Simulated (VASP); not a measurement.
**Hg: single point with PBEsol**

Crystal: Hg.

```xyz
3
Lattice="4.5551 0.0000 0.0000 -2.2775 3.9448 0.0000 0.0000 0.0000 3.8829" Properties=species:S:1:pos:R:3 pbc="T T T"
Hg    0.0000    2.6299    1.9414
Hg    0.0000    0.0000    0.0000
Hg    2.2775    1.3149    1.9414
```

This cell differs from its parent crystal: volume scaled by 1.01.

```yaml
Program: VASP 6.6.1
Task: single point
Functional: PBEsol
Potentials_or_basis: VASP PAW PBE potentials, release 64 (Hg)
Cutoff: 520 eV
k_mesh: 8 × 8 × 9
Occupations: fermi-dirac, width 0.05 eV
Spin: no spin polarisation
Dipole_correction: no
Further_INCAR_settings: ALGO = Normal; EDIFF = 1e-06; NBANDS = 25
```

| Quantity | Value |
| --- | --- |
| Pressure | 7.8 GPa |
| Band gap on the k mesh | zero (band 18 reaches 6.90 eV, above the bottom of band 19 at 1.88 eV) |

Stress tensor (GPa, compression positive):
```
11.95  0.00  0.00
 0.00 11.95  0.00
 0.00  0.00 -0.57
```

Levels at points of the mesh, in eV from the Fermi level:
| k point | band 15 | band 16 | band 17 | band 18 | band 19 | band 20 | band 21 | band 22 |
| --- | --- | --- | --- | --- | --- | --- | --- | --- |
| (0.00, 0.00, 0.00) | -5.92 | -5.92 | 0.35 | 1.94 | 2.59 | 3.53 | 3.53 | 3.82 |
| (0.50, 0.00, 0.00) | -5.87 | -5.73 | -4.98 | -0.67 | 0.26 | 6.04 | 6.08 | 6.96 |

It took 58 s on 1 thread of Intel(R) Xeon(R) Platinum 8259CL CPU @ 2.50GHz (Skylake/Cascade Lake), on a shared host, peak memory 0.22 GiB.

Caveat: the PAW data sets were made with another functional, which shifts forces and pressure a little; spin-orbit coupling is left out, which moves the levels of the heavy elements.
